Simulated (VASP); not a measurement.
The system is CaSe.

```
Ca Se
1.0
     3.63478    0.00000    0.00000
     0.00000    3.63478    0.00000
     0.00000    0.00000    3.43996
Ca Se
1 1
Direct
  0.00000 0.00000 0.00000
  0.50000 0.50000 0.50000
```

This cell differs from its parent crystal: uniaxial z strain -5.4%.

Base run:

* Program: VASP 6.6.1
* Functional: r2SCAN
* Potentials or basis: VASP PAW PBE potentials, release 64 (Ca_sv, Se)
* Cutoff: 520 eV
* k mesh: 8 × 8 × 8
* Occupations: fermi-dirac, width 0.02 eV
* Spin: no spin polarisation

Its results: band gap on the k mesh 0.55 eV; pressure 3.7 GPa.

Question: The run is repeated on the same cell with these changes: functional from r2SCAN to PBE. What comes out?

Answer: Band gap on the k mesh 0.10 eV; pressure 4.2 GPa.

Caveats: the structure was generated, so it needn't be the stable form of CaSe; semilocal functionals underestimate gaps, and a narrow one can read as zero; the stress differs along the axes, from 0 to 11 GPa (at least some runs); the PAW data sets were made with another functional, which shifts forces and pressure a little (at least some runs); the stress differs along the axes, from 1 to 11 GPa (at least some runs).

A k mesh can miss the band edges.
